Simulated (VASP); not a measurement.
# Ge (Fd-3m) in VASP: further runs

The runs below take Ge through single point, with r2SCAN.

Program: VASP 6.6.1. These are calculated values, not measurements. Logs are shortened: lines on timing, memory, paths and dates and some standing lists are left out, and cuts for length are marked.

## Step 1: The cell of the first run

It takes space group Fd-3m (No. 227, cubic). Conventional cell: a = 5.675 Å, b = 5.675 Å, c = 5.675 Å, α = 90.00°, β = 90.00°, γ = 90.00°. Within 3.2 Å of Ge (site symmetry -43m) lie 4 Ge at 2.46 Å.

## Step 2: Single point, r2SCAN

Contents of POSCAR:

```
Ge
1.0
    0.0000000000      2.8374271074      2.8374271074
    2.8374271074      0.0000000000      2.8374271074
    2.8374271074      2.8374271074      0.0000000000
Ge
2
Direct
    0.5000000000      0.5000000000      0.5000000000
    0.7500000000      0.7500000000      0.7500000000
```

Contents of INCAR.step1:

```
SYSTEM = Ge
PREC     = Accurate       ! precision mode
ENCUT    = 520            ! plane-wave cutoff, eV
ISMEAR   = 0              ! smearing method
SIGMA    = 0.1            ! smearing width, eV
LREAL    = .FALSE.        ! projectors in reciprocal space
LASPH    = .TRUE.         ! aspherical terms in the spheres
NELM     = 80             ! most SCF steps
NBANDS   = 21             ! bands
GGA      = PE             ! functional
ALGO     = Normal         ! electronic algorithm
EDIFF    = 1E-4           ! SCF threshold, eV
LWAVE    = .TRUE.         ! write WAVECAR
LCHARG   = .FALSE.        ! write CHGCAR
```

Contents of INCAR.step2:

```
SYSTEM = Ge
PREC     = Accurate       ! precision mode
ENCUT    = 520            ! plane-wave cutoff, eV
EDIFF    = 1E-6           ! SCF threshold, eV
ISMEAR   = 0              ! smearing method
SIGMA    = 0.1            ! smearing width, eV
LREAL    = .FALSE.        ! projectors in reciprocal space
LASPH    = .TRUE.         ! aspherical terms in the spheres
NELM     = 80             ! most SCF steps
ALGO     = Normal         ! electronic algorithm
ISIF     = 2              ! what is computed and relaxed
LWAVE    = .FALSE.        ! write WAVECAR
LCHARG   = .FALSE.        ! write CHGCAR
METAGGA  = R2SCAN         ! meta-GGA
LMIXTAU  = .TRUE.       
NBANDS   = 21             ! bands
ISTART   = 1
```

Contents of KPOINTS:

```
regular mesh
0
G
  6 6 6
  0 0 0
```

Potentials or basis: VASP PAW PBE potentials, release 64 (Ge_d).

Run with:

```bash
$ cat potpaw_PBE.64/Ge_d/POTCAR > POTCAR
$ cp INCAR.step1 INCAR
$ mpirun -np 1 vasp_std > vasp.out
$ cp INCAR.step2 INCAR
$ mpirun -np 1 vasp_std > vasp.out
```

OUTCAR:

```text
SYSTEM = Ge
   PREC = Accurate
   ENCUT = 520
   EDIFF = 1E-6
   ISMEAR = 0
   LREAL = .FALSE.
   LASPH = .TRUE.
   NELM = 80
   ISIF = 2
   METAGGA = R2SCAN
   ISTART = 1

 ion  position               nearest neighbor table
   1  0.500  0.500  0.500-   2 2.46   2 2.46   2 2.46   2 2.46
   2  0.750  0.750  0.750-   1 2.46   1 2.46   1 2.46   1 2.46

  LATTYP: Found a face centered cubic cell.
 ALAT       =     5.6748542148

  Lattice vectors:

 A1 = (   0.0000000000,   2.8374271074,   2.8374271074)
 A2 = (   2.8374271074,   0.0000000000,   2.8374271074)
 A3 = (   2.8374271074,   2.8374271074,   0.0000000000)

Analysis of symmetry for initial positions (statically):
[... 5 lines left out ...]
 face centered cubic supercell.

 Subroutine GETGRP returns: Found 48 space group operations
 (whereof 24 operations were pure point group operations)
 out of a pool of 48 trial point group operations.

The static configuration has the point symmetry T_d .
 The point group associated with its full space group is O_h .

Analysis of symmetry for dynamics (positions and initial velocities):
[... 5 lines left out ...]
 face centered cubic supercell.

 Subroutine GETGRP returns: Found 48 space group operations
 (whereof 24 operations were pure point group operations)
 out of a pool of 48 trial point group operations.

The dynamic configuration has the point symmetry T_d .
 The point group associated with its full space group is O_h .

 Subroutine INISYM returns: Found 48 space group operations
 (whereof 24 operations are pure point group operations),
 and found     1 'primitive' translations

----------------------------------------------------------------------------------------

                                     Primitive cell

  volume of cell :      45.6882

  direct lattice vectors                    reciprocal lattice vectors
     0.000000000  2.837427107  2.837427107    -0.176215981  0.176215981  0.176215981
     2.837427107  0.000000000  2.837427107     0.176215981 -0.176215981  0.176215981
     2.837427107  2.837427107  0.000000000     0.176215981  0.176215981 -0.176215981

  length of vectors
     4.012727898  4.012727898  4.012727898     0.305215031  0.305215031  0.305215031

  position of ions in fractional coordinates (direct lattice)
     0.500000000  0.500000000  0.500000000
     0.750000000  0.750000000  0.750000000

  ion indices of the primitive-cell ions
   primitive index   ion index
                 1           1
                 2           2

----------------------------------------------------------------------------------------

 KPOINTS: regular mesh

Automatic generation of k-mesh.
 Grid dimensions read from file:
 generate k-points for:    6    6    6

 Generating k-lattice:

  Cartesian coordinates                     Fractional coordinates (reciprocal lattice)
    -0.029369330  0.029369330  0.029369330     0.166666667  0.000000000  0.000000000
     0.029369330 -0.029369330  0.029369330     0.000000000  0.166666667  0.000000000
     0.029369330  0.029369330 -0.029369330     0.000000000  0.000000000  0.166666667

  Length of vectors
     0.050869172  0.050869172  0.050869172

  Shift w.r.t. Gamma in fractional coordinates (k-lattice)
     0.000000000  0.000000000  0.000000000

 Subroutine IBZKPT returns following result:
 ===========================================

 Found     16 irreducible k-points:

 Following reciprocal coordinates:
[... 6 lines left out ...]
  0.333333  0.166667  0.000000     24.000000
[... 8 lines left out ...]
 -0.333333  0.333333  0.166667     24.000000
 -0.333333  0.500000  0.166667     12.000000
   k-points           NKPTS =     16   k-points in BZ     NKDIM =     16   number of bands    NBANDS=     21
   number of dos      NEDOS =    301   number of ions     NIONS =      2
   total plane-waves  NPLWV =  27000
   dimension x,y,z NGX =    30 NGY =   30 NGZ =   30
   dimension x,y,z NGXF=    60 NGYF=   60 NGZF=   60
   ions per type =               2
   NGX,Y,Z   is equivalent  to a cutoff of  12.43, 12.43, 12.43 a.u.
   NGXF,Y,Z  is equivalent  to a cutoff of  24.86, 24.86, 24.86 a.u.
 SYSTEM =  Ge
   PREC   = accura    normal or accurate (medium, high low for compatibility)
   ISTART =      1    job   : 0-new  1-cont  2-samecut
   ICHARG =      0    charge: 1-file 2-atom 10-const
   ISPIN  =      1    spin polarized calculation?
   LNONCOLLINEAR =      F non collinear calculations
   LSORBIT =      F    spin-orbit coupling
   LASPH  =      T    aspherical Exc in radial PAW
   ENCUT  =  520.0 eV  38.22 Ry    6.18 a.u.   7.46  7.46  7.46*2*pi/ulx,y,z
   NELM   =     80;   NELMIN=  2; NELMDL=  0     # of ELM steps
   EDIFF  = 0.1E-05   stopping-criterion for ELM
   LREAL  =      F    real-space projection
   EDIFFG = 0.1E-04   stopping-criterion for IOM
   NSW    =      0    number of steps for IOM
   IBRION =     -1    ionic relax: 0-MD 1-quasi-New 2-CG
   NFREE  =      0    steps in history (QN), initial steepest desc. (CG)
   ISIF   =      2    stress and relaxation
   ISYM   =      2    0-nonsym 1-usesym 2-fastsym
   POTIM  = 0.5000    time-step for ionic-motion
   TEBEG  =    0.0;   TEEND  =   0.0 temperature during run
   PSTRESS=    0.0 pullay stress
   NELECT =      28.0000    total number of electrons
   NUPDOWN=      -1.0000    fix difference up-down
   EMIN   =  10.00;   EMAX   =-10.00  energy-range for DOS
   EFERMI =   0.00;   METHOD = LEGACY
   ISMEAR =     0;   SIGMA  =   0.10  broadening in eV -4-tet -1-fermi 0-gaus
   EFERMI_NEDOS =   21; number of points for ismear=-14 and -15
   IALGO  =     38    algorithm
   IMIX   =      4    mixing-type and parameters
     AMIX     =   0.40;   BMIX     =  1.00
     AMIX_MAG =   1.60;   BMIX_MAG =  1.00
  volume/ion in A,a.u.               =      22.84       154.16
  Fermi-wavevector in a.u.,A,eV,Ry     =   1.390570  2.627796 26.309373  1.933684
  Thomas-Fermi vector in A             =   2.514492
   LORBIT       =      0    0 simple, 1 ext, 2 COOP (PROOUT), +10 PAW based schemes
   METAGGA = R2SCAN    functional components
   LHFCALC =     F    Hartree Fock is set to
   AEXX    =    0.0000 exact exchange contribution
   IVDW    =     0    specifies the selected vdW correction
   LEPSILON=     F    determine dielectric tensor
   LRPA    =     F    only Hartree local field effects (RPA)
 non-spin polarized calculation
 Gauss-broadening in eV      SIGMA  =   0.10
  energy-cutoff  :      520.00
  volume of cell :       45.69
 maximum number of plane-waves:      1247
 NGX is ok and might be reduce to    30
   NGX = 15   NGY = 15   NGZ = 15

 number of electron      28.0000014 magnetization

 Free energy of the ion-electron system (eV)
  ---------------------------------------------------
  ext. energy  EPLUGINS =         0.00000000
  ---------------------------------------------------
  free energy    TOTEN  =       -27.70521542 eV

  energy without entropy =      -27.70514145  energy(sigma->0) =      -27.70517844

 E-fermi :   4.8934     XC(G=0): -10.7675

 val. band max:        4.7201954246   @ k =   0.0000   0.0000   0.0000
 cond. band min:       5.0387201822   @ k =   0.0000   0.0000   0.0000
 fundamental gap:      0.3185247577
 Fermi energy:         4.8934365972

 k-point     1 :       0.0000    0.0000    0.0000
  band No.  band energies     occupation
      1     -20.7611      2.00000
      2     -20.7611      2.00000
      3     -20.7611      2.00000
      4     -20.7226      2.00000
      5     -20.7226      2.00000
      6     -20.5099      2.00000
[... 13 lines left out ...]
     20      14.6280      0.00000
     21      14.6280      0.00000

 k-point     2 :       0.1667    0.0000    0.0000
  band No.  band energies     occupation
      1     -20.7731      2.00000
      2     -20.7731      2.00000
      3     -20.7568      2.00000
      4     -20.7047      2.00000
      5     -20.7047      2.00000
      6     -20.5248      2.00000
[... 13 lines left out ...]
     20      13.5267      0.00000
     21      13.5267      0.00000

 k-point     3 :       0.3333    0.0000    0.0000
  band No.  band energies     occupation
      1     -20.7835      2.00000
      2     -20.7835      2.00000
      3     -20.7479      2.00000
      4     -20.6851      2.00000
      5     -20.6851      2.00000
      6     -20.5379      2.00000
[... 13 lines left out ...]
     20      14.1783      0.00000
     21      14.1783      0.00000

 k-point     4 :       0.5000    0.0000    0.0000
  band No.  band energies     occupation
      1     -20.7859      2.00000
      2     -20.7859      2.00000
      3     -20.7433      2.00000
      4     -20.6796      2.00000
      5     -20.6796      2.00000
      6     -20.5404      2.00000
[... 13 lines left out ...]
     20      16.4999      0.00000
     21      16.5488      0.00000

 k-point     5 :       0.1667    0.1667    0.0000
  band No.  band energies     occupation
      1     -20.7708      2.00000
      2     -20.7707      2.00000
      3     -20.7702      2.00000
      4     -20.7063      2.00000
      5     -20.6844      2.00000
      6     -20.5603      2.00000
[... 13 lines left out ...]
     20      13.7225      0.00000
     21      15.1225      0.00000
[... 190 lines left out ...]
     20      16.9691      0.00000
     21      18.1806      0.00000

 k-point    14 :       0.5000    0.3333    0.1667
  band No.  band energies     occupation
      1     -20.8011      2.00000
      2     -20.7980      2.00000
      3     -20.7212      2.00000
      4     -20.6639      2.00000
      5     -20.6290      2.00000
      6     -20.6139      2.00000
[... 13 lines left out ...]
     20      15.1982      0.00000
     21      17.7703      0.00000

 k-point    15 :      -0.3333    0.3333    0.1667
  band No.  band energies     occupation
      1     -20.8113      2.00000
      2     -20.8009      2.00000
      3     -20.6988      2.00000
      4     -20.6457      2.00000
      5     -20.6224      2.00000
      6     -20.6157      2.00000
[... 13 lines left out ...]
     20      17.1425      0.00000
     21      17.2519      0.00000

 k-point    16 :      -0.3333    0.5000    0.1667
  band No.  band energies     occupation
      1     -20.8066      2.00000
      2     -20.8066      2.00000
      3     -20.6779      2.00000
      4     -20.6779      2.00000
      5     -20.6079      2.00000
      6     -20.6079      2.00000
[... 13 lines left out ...]
     20      16.3344      0.00000
     21      18.3316      0.00000

------------------------ aborting loop because EDIFF is reached ----------------------------------------

  FORCE on cell =-STRESS in cart. coord.  units (eV):
  Direction    XX          YY          ZZ          XY          YZ          ZX
  --------------------------------------------------------------------------------------
  -------------------------------------------------------------------------------------
  Total       -0.0191491     -0.0191491     -0.0191491      0.0000000      0.0000000      0.0000000
  in kB       -0.6715145     -0.6715145     -0.6715145      0.0000000      0.0000000      0.0000000
  external PRESSURE =      -0.6715145 kB  Pullay stress =       0.0000000 kB

 VOLUME and BASIS-vectors are now :
 -----------------------------------------------------------------------------
  energy-cutoff  :      520.00
  volume of cell :       45.69
      direct lattice vectors                 reciprocal lattice vectors
     0.000000000  2.837427107  2.837427107    -0.176215981  0.176215981  0.176215981
     2.837427107  0.000000000  2.837427107     0.176215981 -0.176215981  0.176215981
     2.837427107  2.837427107  0.000000000     0.176215981  0.176215981 -0.176215981

 POSITION                                       TOTAL-FORCE (eV/Angst)
 -----------------------------------------------------------------------------------
      2.83743      2.83743      2.83743        -0.000000      0.000000     -0.000000
      4.25614      4.25614      4.25614         0.000000     -0.000000      0.000000
 -----------------------------------------------------------------------------------
    total drift:                                0.000000     -0.000000     -0.000000

  FREE ENERGIE OF THE ION-ELECTRON SYSTEM (eV)
  ---------------------------------------------------
  free  energy   TOTEN  =       -27.7052154233 eV

  energy  without entropy=      -27.7051414519  energy(sigma->0) =      -27.70517844
```

Run time: 48 s. Hardware: 1 thread of AMD EPYC 7R43 (Zen 3), shared host; peak memory 0.14 GiB.

What came out:

```
Free energy            : -27.7052 eV
Pressure               : -0.1 GPa
Band gap on the k mesh : 0.32 eV, direct
```

Caveat: the PAW data sets were made with another functional, which shifts forces and pressure a little. A k mesh can miss the band edges.

## Step 3: Single point, r2SCAN

POSCAR is that of step 2.

Edit INCAR.step1 of step 2 so:

```diff
@@ -4,6 +4,6 @@
 ISMEAR   = 0              ! smearing method
-SIGMA    = 0.1            ! smearing width, eV
+SIGMA    = 0.02           ! smearing width, eV
 LREAL    = .FALSE.        ! projectors in reciprocal space
 LASPH    = .TRUE.         ! aspherical terms in the spheres
-NELM     = 80             ! most SCF steps
+NELM     = 100            ! most SCF steps
 NBANDS   = 21             ! bands
```

Edit INCAR.step2 of step 2 so:

```diff
@@ -5,6 +5,6 @@
 ISMEAR   = 0              ! smearing method
-SIGMA    = 0.1            ! smearing width, eV
+SIGMA    = 0.02           ! smearing width, eV
 LREAL    = .FALSE.        ! projectors in reciprocal space
 LASPH    = .TRUE.         ! aspherical terms in the spheres
-NELM     = 80             ! most SCF steps
+NELM     = 100            ! most SCF steps
 ALGO     = Normal         ! electronic algorithm
```

Contents of KPOINTS:

```
Automatic mesh
0
G
  12 12 12
  0 0 0
```

Potentials or basis: VASP PAW PBE potentials, release 64 (Ge_d).

Run with:

```bash
$ cat potpaw_PBE.64/Ge_d/POTCAR > POTCAR
$ cp INCAR.step1 INCAR
$ mpirun -np 1 vasp_std > vasp.out
$ cp INCAR.step2 INCAR
$ mpirun -np 1 vasp_std > vasp.out
```

It took 3.1 min on 1 thread of AMD EPYC 7R43 (Zen 3), shared host; peak memory 0.17 GiB.

Results (log left out):

- Free energy: -27.7444 eV
- Pressure: 0.1 GPa
- Band gap on the k mesh: 0.32 eV, direct

Levels at points of the mesh, in eV from the valence-band top:
```tsv
k point	band 11	band 12	band 13	band 14	band 15	band 16	band 17	band 18
(0.00, 0.00, 0.00)	-13.23	0.00	0.00	0.00	0.32	2.71	2.71	2.71
(0.50, 0.00, 0.00)	-11.06	-7.82	-1.47	-1.47	0.41	3.99	3.99	7.65
(0.50, 0.50, 0.00)	-9.18	-9.18	-3.19	-3.19	0.98	0.98	10.03	10.03
```

Caveat: the PAW data sets were made with another functional, which shifts forces and pressure a little.
